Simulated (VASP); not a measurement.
# Sc (Cmce) in VASP: single point with r2SCAN

Aim: the single point of Sc with r2SCAN.

Program: VASP 6.6.1. These are calculated values, not measurements. Logs are shortened: lines on timing, memory, paths and dates and some standing lists are left out, and cuts for length are marked.

## Step 1: The cell of the first run

It takes space group Cmce (No. 64, orthorhombic). The conventional cell has a = 3.680 Å, b = 11.675 Å, c = 4.870 Å, α = 90.00°, β = 90.00°, γ = 90.00°. Within 3.2 Å of Sc (site symmetry m) lie 3 Sc at 2.41 to 2.45 Å.

## Step 2: Single point, r2SCAN

Input file POSCAR:

```
Sc
1.0
    1.8401783019     -5.8374236165      0.0000000000
    1.8401783019      5.8374236165      0.0000000000
    0.0000000000      0.0000000000      4.8700791314
Sc
4
Direct
    0.0980000000      0.9020000000      0.9100000000
    0.5980000000      0.4020000000      0.5900000000
    0.9020000000      0.0980000000      0.0900000000
    0.4020000000      0.5980000000      0.4100000000
```

Input file INCAR.step1:

```
SYSTEM = Sc
ALGO     = Normal         ! electronic algorithm
EDIFF    = 1E-4           ! SCF threshold, eV
ENCUT    = 520            ! plane-wave cutoff, eV
GGA      = PE             ! functional
ISMEAR   = 0              ! smearing method
LASPH    = .True.         ! aspherical terms in the spheres
LCHARG   = .False.        ! write CHGCAR
LREAL    = .False.        ! projectors in reciprocal space
LWAVE    = .True.         ! write WAVECAR
NBANDS   = 30             ! bands
NELM     = 100            ! most SCF steps
PREC     = Accurate       ! precision mode
SIGMA    = 0.1            ! smearing width, eV
```

Input file INCAR.step2:

```
SYSTEM = Sc
ALGO     = Normal         ! electronic algorithm
EDIFF    = 1E-6           ! SCF threshold, eV
ENCUT    = 520            ! plane-wave cutoff, eV
ISIF     = 2              ! what is computed and relaxed
ISMEAR   = 0              ! smearing method
ISTART   = 1            
LASPH    = .True.         ! aspherical terms in the spheres
LCHARG   = .False.        ! write CHGCAR
LMIXTAU  = .True.       
LREAL    = .False.        ! projectors in reciprocal space
LWAVE    = .False.        ! write WAVECAR
METAGGA  = R2SCAN         ! meta-GGA
NBANDS   = 30             ! bands
NELM     = 100            ! most SCF steps
PREC     = Accurate       ! precision mode
SIGMA    = 0.1            ! smearing width, eV
```

Input file KPOINTS:

```
k-points
0
Gamma
  6 6 4
  0 0 0
```

Potentials or basis: VASP PAW PBE potentials, release 64 (Sc_sv).

Started as:

```console
$ cat potpaw_PBE.64/Sc_sv/POTCAR > POTCAR
$ cp INCAR.step1 INCAR
$ mpirun -np 1 vasp_std > vasp.out
$ cp INCAR.step2 INCAR
$ mpirun -np 1 vasp_std > vasp.out
```

OUTCAR:

```text
SYSTEM = Sc
   EDIFF = 1E-6
   ENCUT = 520
   ISIF = 2
   ISMEAR = 0
   ISTART = 1
   LASPH = .True.
   LREAL = .False.
   METAGGA = R2SCAN
   NELM = 100
   PREC = Accurate

 ion  position               nearest neighbor table
   1  0.098  0.902  0.910-   2 2.41   2 2.41   3 2.45
   2  0.598  0.402  0.590-   1 2.41   1 2.41   4 2.45
   3  0.902  0.098  0.090-   4 2.41   4 2.41   1 2.45
   4  0.402  0.598  0.410-   3 2.41   3 2.41   2 2.45

  LATTYP: Found a base centered orthorhombic cell.
 ALAT       =     3.6803566038
 B/A-ratio  =     3.1722054382
 C/A-ratio  =     1.3232628399

  Lattice vectors:

 A1 = (   1.8401783019,  -5.8374236165,   0.0000000000)
 A2 = (   1.8401783019,   5.8374236165,   0.0000000000)
 A3 = (   0.0000000000,   0.0000000000,   4.8700791314)

Analysis of symmetry for initial positions (statically):
=====================================================================
 Subroutine PRICEL returns:
 Original cell was already a primitive cell.

 Routine SETGRP: Setting up the symmetry group for a
 base centered orthorhombic supercell.

 Subroutine GETGRP returns: Found  8 space group operations
 (whereof  4 operations were pure point group operations)
 out of a pool of  8 trial point group operations.

The static configuration has the point symmetry C_2h.
 The point group associated with its full space group is D_2h.

Analysis of symmetry for dynamics (positions and initial velocities):
=====================================================================
 Subroutine PRICEL returns:
 Original cell was already a primitive cell.

 Routine SETGRP: Setting up the symmetry group for a
 base centered orthorhombic supercell.

 Subroutine GETGRP returns: Found  8 space group operations
 (whereof  4 operations were pure point group operations)
 out of a pool of  8 trial point group operations.

The dynamic configuration has the point symmetry C_2h.
 The point group associated with its full space group is D_2h.

 Subroutine INISYM returns: Found  8 space group operations
 (whereof  4 operations are pure point group operations),
 and found     1 'primitive' translations

----------------------------------------------------------------------------------------

                                     Primitive cell

  volume of cell :     104.6278

  direct lattice vectors                    reciprocal lattice vectors
     1.840178302 -5.837423616  0.000000000     0.271712801 -0.085654226  0.000000000
     1.840178302  5.837423616  0.000000000     0.271712801  0.085654226  0.000000000
     0.000000000  0.000000000  4.870079131     0.000000000  0.000000000  0.205335473

  length of vectors
     6.120602149  6.120602149  4.870079131     0.284893827  0.284893827  0.205335473

  position of ions in fractional coordinates (direct lattice)
     0.098000000  0.902000000  0.910000000
     0.598000000  0.402000000  0.590000000
     0.902000000  0.098000000  0.090000000
     0.402000000  0.598000000  0.410000000

  ion indices of the primitive-cell ions
   primitive index   ion index
                 1           1
                 2           2
                 3           3
                 4           4

----------------------------------------------------------------------------------------

 KPOINTS: k-points

Automatic generation of k-mesh.
 Grid dimensions read from file:
 generate k-points for:    6    6    4

 Generating k-lattice:

  Cartesian coordinates                     Fractional coordinates (reciprocal lattice)
     0.045285467 -0.014275704  0.000000000     0.166666667  0.000000000  0.000000000
     0.045285467  0.014275704  0.000000000     0.000000000  0.166666667  0.000000000
     0.000000000  0.000000000  0.051333868     0.000000000  0.000000000  0.250000000

  Length of vectors
     0.047482304  0.047482304  0.051333868

  Shift w.r.t. Gamma in fractional coordinates (k-lattice)
     0.000000000  0.000000000  0.000000000

 Subroutine IBZKPT returns following result:
 ===========================================

 Found     39 irreducible k-points:

 Following reciprocal coordinates:
            Coordinates               Weight
  0.000000  0.000000  0.000000      1.000000
  0.166667 -0.000000  0.000000      4.000000
  0.333333  0.000000  0.000000      4.000000
  0.500000  0.000000  0.000000      2.000000
  0.166667  0.166667  0.000000      2.000000
  0.333333  0.166667  0.000000      4.000000
[... 16 lines left out ...]
  0.333333  0.333333  0.250000      4.000000
  0.500000  0.333333  0.250000      8.000000
 [... further k-points ...]
   k-points           NKPTS =     39   k-points in BZ     NKDIM =     39   number of bands    NBANDS=     30
   number of dos      NEDOS =    301   number of ions     NIONS =      4
   total plane-waves  NPLWV =  82944
   dimension x,y,z NGX =    48 NGY =   48 NGZ =   36
   dimension x,y,z NGXF=    96 NGYF=   96 NGZF=   72
   ions per type =               4
   NGX,Y,Z   is equivalent  to a cutoff of  13.04, 13.04, 12.29 a.u.
   NGXF,Y,Z  is equivalent  to a cutoff of  26.08, 26.08, 24.58 a.u.
 SYSTEM =  Sc
   PREC   = accura    normal or accurate (medium, high low for compatibility)
   ISTART =      1    job   : 0-new  1-cont  2-samecut
   ICHARG =      0    charge: 1-file 2-atom 10-const
   ISPIN  =      1    spin polarized calculation?
   LNONCOLLINEAR =      F non collinear calculations
   LSORBIT =      F    spin-orbit coupling
   LASPH  =      T    aspherical Exc in radial PAW
   ENCUT  =  520.0 eV  38.22 Ry    6.18 a.u.  11.38 11.38  9.06*2*pi/ulx,y,z
   NELM   =    100;   NELMIN=  2; NELMDL=  0     # of ELM steps
   EDIFF  = 0.1E-05   stopping-criterion for ELM
   LREAL  =      F    real-space projection
   EDIFFG = 0.1E-04   stopping-criterion for IOM
   NSW    =      0    number of steps for IOM
   IBRION =     -1    ionic relax: 0-MD 1-quasi-New 2-CG
   NFREE  =      0    steps in history (QN), initial steepest desc. (CG)
   ISIF   =      2    stress and relaxation
   ISYM   =      2    0-nonsym 1-usesym 2-fastsym
   POTIM  = 0.5000    time-step for ionic-motion
   TEBEG  =    0.0;   TEEND  =   0.0 temperature during run
   PSTRESS=    0.0 pullay stress
   NELECT =      44.0000    total number of electrons
   NUPDOWN=      -1.0000    fix difference up-down
   EMIN   =  10.00;   EMAX   =-10.00  energy-range for DOS
   EFERMI =   0.00;   METHOD = LEGACY
   ISMEAR =     0;   SIGMA  =   0.10  broadening in eV -4-tet -1-fermi 0-gaus
   EFERMI_NEDOS =   21; number of points for ismear=-14 and -15
   IALGO  =     38    algorithm
   IMIX   =      4    mixing-type and parameters
     AMIX     =   0.40;   BMIX     =  1.00
     AMIX_MAG =   1.60;   BMIX_MAG =  1.00
  volume/ion in A,a.u.               =      26.16       176.52
  Fermi-wavevector in a.u.,A,eV,Ry     =   1.226526  2.317798 20.468135  1.504365
  Thomas-Fermi vector in A             =   2.361523
   LORBIT       =      0    0 simple, 1 ext, 2 COOP (PROOUT), +10 PAW based schemes
   METAGGA = R2SCAN    functional components
   LHFCALC =     F    Hartree Fock is set to
   AEXX    =    0.0000 exact exchange contribution
   IVDW    =     0    specifies the selected vdW correction
   LEPSILON=     F    determine dielectric tensor
   LRPA    =     F    only Hartree local field effects (RPA)
 non-spin polarized calculation
 Gauss-broadening in eV      SIGMA  =   0.10
  energy-cutoff  :      520.00
  volume of cell :      104.63
 maximum number of plane-waves:      2838
 NGX is ok and might be reduce to    48
   NGX = 23   NGY = 23   NGZ = 19

 number of electron      43.9999996 magnetization

 Free energy of the ion-electron system (eV)
  ---------------------------------------------------
  ext. energy  EPLUGINS =         0.00000000
  ---------------------------------------------------
  free energy    TOTEN  =       -38.97461864 eV

  energy without entropy =      -38.95095809  energy(sigma->0) =      -38.96278836

 E-fermi :   3.1614     XC(G=0): -10.0219

 val. band max:        3.1495607754   @ k =   0.3333   0.3333   0.0000
 cond. band min:       3.1843303040   @ k =   0.3333   0.1667   0.0000
 fundamental gap:      0.0347695286
 Fermi energy:         3.1613608700

 k-point     1 :       0.0000    0.0000    0.0000
  band No.  band energies     occupation
      1     -48.7524      2.00000
      2     -48.5324      2.00000
      3     -48.2327      2.00000
      4     -48.0123      2.00000
      5     -26.9838      2.00000
      6     -26.9264      2.00000
[... 22 lines left out ...]
     29       4.9366      0.00000
     30       5.2326      0.00000

 k-point     2 :       0.1667   -0.0000    0.0000
  band No.  band energies     occupation
      1     -48.7171      2.00000
      2     -48.4975      2.00000
      3     -48.2670      2.00000
      4     -48.0470      2.00000
      5     -26.9751      2.00000
      6     -26.9718      2.00000
[... 22 lines left out ...]
     29       4.6755      0.00000
     30       5.3041      0.00000

 k-point     3 :       0.3333    0.0000    0.0000
  band No.  band energies     occupation
      1     -48.6211      2.00000
      2     -48.4021      2.00000
      3     -48.3611      2.00000
      4     -48.1420      2.00000
      5     -27.0281      2.00000
      6     -26.9768      2.00000
[... 22 lines left out ...]
     29       4.6231      0.00000
     30       5.0716      0.00000

 k-point     4 :       0.5000    0.0000    0.0000
  band No.  band energies     occupation
      1     -48.4906      2.00000
      2     -48.4906      2.00000
      3     -48.2720      2.00000
      4     -48.2720      2.00000
      5     -27.0173      2.00000
      6     -27.0173      2.00000
[... 616 lines left out ...]
     29       4.6045      0.00000
     30       4.8829      0.00000

 k-point    23 :       0.3333    0.3333    0.2500
  band No.  band energies     occupation
      1     -48.6020      2.00000
      2     -48.4743      2.00000
      3     -48.2893      2.00000
      4     -48.1606      2.00000
      5     -27.0255      2.00000
      6     -26.9586      2.00000
[... 22 lines left out ...]
     29       4.6540      0.00000
     30       5.1588      0.00000

 k-point    24 :       0.5000    0.3333    0.2500
  band No.  band energies     occupation
      1     -48.6931      2.00000
      2     -48.5477      2.00000
      3     -48.2173      2.00000
      4     -48.0707      2.00000
      5     -26.9599      2.00000
      6     -26.9316      2.00000
[... 22 lines left out ...]
     29       4.7020      0.00000
     30       5.4555      0.00000

 [... further k-points ...]
[... 5 lines left out ...]
  --------------------------------------------------------------------------------------
  -------------------------------------------------------------------------------------
  Total        1.5558248     -1.9369799     -0.9829694      0.0000000      0.0000000      0.0000000
  in kB       23.8245190    -29.6611893    -15.0523207      0.0000000      0.0000000      0.0000000
  external PRESSURE =      -6.9629970 kB  Pullay stress =       0.0000000 kB

 VOLUME and BASIS-vectors are now :
 -----------------------------------------------------------------------------
  energy-cutoff  :      520.00
  volume of cell :      104.63
      direct lattice vectors                 reciprocal lattice vectors
     1.840178302 -5.837423616  0.000000000     0.271712801 -0.085654226  0.000000000
     1.840178302  5.837423616  0.000000000     0.271712801  0.085654226  0.000000000
     0.000000000  0.000000000  4.870079131     0.000000000  0.000000000  0.205335473

 POSITION                                       TOTAL-FORCE (eV/Angst)
 -----------------------------------------------------------------------------------
      1.84018      4.69329      4.43177         0.000000     -1.443817      1.995163
      1.84018     -1.14414      2.87335         0.000000     -1.443817     -1.995163
      1.84018     -4.69329      0.43831         0.000000      1.443817     -1.995163
      1.84018      1.14414      1.99673         0.000000      1.443817      1.995163
 -----------------------------------------------------------------------------------
    total drift:                                0.000000      0.000000      0.000000

  FREE ENERGIE OF THE ION-ELECTRON SYSTEM (eV)
  ---------------------------------------------------
  free  energy   TOTEN  =       -38.9746186378 eV

  energy  without entropy=      -38.9509580887  energy(sigma->0) =      -38.96278836
```

It took 6.5 min on 1 thread of Intel Xeon Platinum 8488C (Sapphire Rapids), shared host; peak memory 0.34 GiB.

What came out:

| Property | Result |
| --- | --- |
| Free energy | -38.9746 eV |
| Pressure | -0.7 GPa |
| Largest force | 2.463 eV/Å |
| Band gap on the k mesh | zero (band 22 reaches 3.32 eV, above the bottom of band 23 at 2.98 eV) |

Forces on the atoms (eV/Å):
```
Sc   0.000 -1.444  1.995
Sc   0.000 -1.444 -1.995
Sc   0.000  1.444 -1.995
Sc   0.000  1.444  1.995
```

Stress tensor (GPa, compression positive):
```
 2.38  0.00  0.00
 0.00 -2.97  0.00
 0.00  0.00 -1.51
```

Levels at points of the mesh, in eV from the Fermi level:
```csv
k point,band 19,band 20,band 21,band 22,band 23,band 24,band 25,band 26
"(0.00, 0.00, 0.00)",-1.88,-0.95,-0.72,-0.29,0.07,0.25,0.93,1.08
"(0.50, 0.00, 0.00)",-1.26,-1.26,-0.50,-0.50,1.18,1.18,1.28,1.28
"(0.50, 0.50, 0.00)",-2.15,-1.14,-1.09,-0.42,-0.15,0.07,0.87,1.27
"(0.00, 0.00, 0.50)",-0.87,-0.87,-0.58,-0.58,0.17,0.17,0.49,0.49
"(0.50, 0.00, 0.50)",-0.90,-0.90,0.06,0.06,0.19,0.19,1.40,1.40
"(0.50, 0.50, 0.50)",-1.69,-1.69,-0.90,-0.90,0.44,0.44,0.46,0.46
```

Caveat: the PAW data sets were made with another functional, which shifts forces and pressure a little.
